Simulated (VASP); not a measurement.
A run of VASP 6.6.1 is set up as follows.

INCAR

```
  ALGO = Normal
  EDIFF = 1E-6
  ENCUT = 520
  GGA = PS
  ISIF = 2
  ISMEAR = -1
  LASPH = True
  LCHARG = True
  LELF = True
  LREAL = False
  LVHAR = True
  LWAVE = False
  NBANDS = 28
  NELM = 80
  PREC = Accurate
  SIGMA = 0.05
```

KPOINTS

```
k-points
0
Gamma
  10 10 10
```

POSCAR

```
TiCo3
1.0
    3.6410373889      0.0000000000      0.0000000000
    0.0000000000      3.6410373889      0.0000000000
    0.0000000000      0.0000000000      3.6410373889
Ti Co
1 3
Direct
    0.0000000000      0.0000000000      0.0000000000
    0.0000000000      0.5000000000      0.5000000000
    0.5000000000      0.0000000000      0.5000000000
    0.5000000000      0.5000000000      0.0000000000
```

Potentials or basis: VASP PAW PBE potentials, release 64 (Ti_sv, Co).

The run is started by

```bash
$ cat potpaw_PBE.64/Ti_sv/POTCAR potpaw_PBE.64/Co/POTCAR > POTCAR
$ mpirun -np 1 vasp_std > vasp.out
```

Question: Estimate the band gap on the k mesh.

Answer: Zero (an odd number of electrons rules out a gap without spin polarisation).

Question: What does it give for the pressure?

Answer: -19.0 GPa.

Caveat: the cell stands under tension; the PAW data sets were made with another functional, which shifts forces and pressure a little; the run has no spin polarisation, though such a crystal can be magnetic. Spin polarisation is off, so any magnetic state and its effect on volume and gap are missing.
